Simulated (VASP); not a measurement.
Set up this calculation in VASP 6.6.1, as the native input.

```
Task                   : single point
Functional             : PBE
Dispersion             : D3(BJ)
Potentials or basis    : VASP PAW PBE potentials, release 64 (Ta_pv, C)
Cutoff                 : 600 eV
k mesh                 : 11 × 11 × 11
Occupations            : methfessel-paxton, width 0.15 eV
Spin                   : no spin polarisation
Dipole correction      : no
Further INCAR settings : ALGO = Normal; EDIFF = 1e-06; NBANDS = 14
```

The structure of TaC lies in POSCAR:

```
TaC
1.0
    0.0000000000      2.2947586967      2.2947586967
    2.2947586967      0.0000000000      2.2947586967
    2.2947586967      2.2947586967      0.0000000000
Ta C
1 1
Direct
    0.0000000000      0.0000000000      0.0000000000
    0.5000000000      0.5000000000      0.5000000000
```

The input as run:

INCAR

```
  ALGO = Normal
  EDIFF = 1E-6
  ENCUT = 600
  GGA = PE
  GGA_COMPAT = False
  ISIF = 2
  ISMEAR = 1
  IVDW = 12
  LASPH = True
  LCHARG = False
  LREAL = False
  LWAVE = False
  NBANDS = 14
  NELM = 120
  PREC = Accurate
  SIGMA = 0.15
```

KPOINTS

```
k-points
0
Gamma
  11 11 11
```

Potentials or basis: VASP PAW PBE potentials, release 64 (Ta_pv, C).

Launch:

```console
$ cat potpaw_PBE.64/Ta_pv/POTCAR potpaw_PBE.64/C/POTCAR > POTCAR
$ mpirun -np 1 vasp_std > vasp.out
```

Results of the run:

```json
{"Pressure": "-26.3 GPa", "Dispersion energy per atom": "-0.419 eV"}
```

Caveat: pairwise dispersion overbinds metals, which lowers pressure and volume.

Run time: 10 s on 1 thread of Intel(R) Xeon(R) 6975P-C (Granite Rapids), with other jobs on the host, peak memory 0.18 GiB.
